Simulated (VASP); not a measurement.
## CdSe: single point with PBE

Crystal: CdSe.

```
Cd Se
1.0
    -0.00482    2.89649    2.92231
     3.00401   -0.06933    2.98682
     2.99299    2.94998   -0.05830
Cd Se
1 1
Direct
  0.97186 0.00808 0.01121
  0.77814 0.74192 0.73879
```

This cell differs from its parent crystal: atoms moved at random and the cell strained at random.

```json
{
  "Program": "VASP 6.6.1",
  "Task": "single point",
  "Functional": "PBE",
  "Potentials or basis": "VASP PAW PBE potentials, release 64 (Cd, Se)",
  "Cutoff": "520 eV",
  "k mesh": "10 × 10 × 10",
  "Occupations": "gaussian, width 0.05 eV",
  "Spin": "no spin polarisation",
  "Dipole correction": "no",
  "Further INCAR settings": "ALGO = Normal; EDIFF = 1e-07; NBANDS = 16"
}
```

| Property | Result |
| --- | --- |
| Pressure | 7.6 GPa |
| Largest force | 0.797 eV/Å |
| Band gap on the k mesh | 0.63 eV |

Forces in eV/Å, atoms in the order of the input:
```
Cd  -0.094  0.429  0.665
Se   0.094 -0.429 -0.665
```

Stress tensor (GPa, compression positive):
```
 7.79  3.42  2.30
 3.42  7.70 -0.19
 2.30 -0.19  7.42
```

Levels at points of the mesh, in eV from the valence-band top:
| k point | band 5 | band 6 | band 7 | band 8 | band 9 | band 10 | band 11 | band 12 | band 13 | band 14 |
| --- | --- | --- | --- | --- | --- | --- | --- | --- | --- | --- |
| (0.00, 0.00, 0.00) | -7.85 | -7.84 | -0.21 | -0.16 | 0.00 | 0.63 | 5.63 | 5.91 | 6.16 | 9.89 |
| (0.50, 0.00, 0.00) | -7.80 | -7.43 | -4.47 | -0.89 | -0.88 | 2.02 | 6.00 | 6.21 | 7.34 | 10.21 |
| (0.00, 0.50, 0.00) | -7.81 | -7.53 | -4.94 | -1.13 | -0.62 | 2.56 | 6.09 | 6.97 | 7.42 | 10.11 |
| (0.50, 0.50, 0.00) | -7.78 | -7.44 | -4.44 | -2.17 | -2.10 | 2.86 | 3.72 | 9.18 | 10.33 | 10.71 |
| (0.00, 0.00, 0.50) | -7.81 | -7.53 | -4.99 | -1.19 | -0.65 | 2.56 | 6.15 | 6.89 | 7.48 | 10.08 |
| (0.50, 0.00, 0.50) | -7.77 | -7.43 | -4.41 | -2.24 | -2.10 | 2.82 | 3.64 | 9.27 | 10.38 | 10.64 |
| (0.00, 0.50, 0.50) | -7.78 | -7.44 | -4.51 | -2.35 | -1.86 | 2.73 | 3.91 | 9.24 | 10.46 | 10.59 |
| (0.50, 0.50, 0.50) | -7.81 | -7.50 | -4.95 | -1.29 | -0.80 | 2.36 | 5.91 | 6.71 | 7.58 | 10.05 |

Wall time 3.2 min on 1 thread of Intel(R) Xeon(R) Platinum 8488C (Sapphire Rapids), on a shared host, peak memory 0.54 GiB.

Caveat: the cell differs from its parent crystal (atoms moved at random and the cell strained at random); the cell stands under pressure.
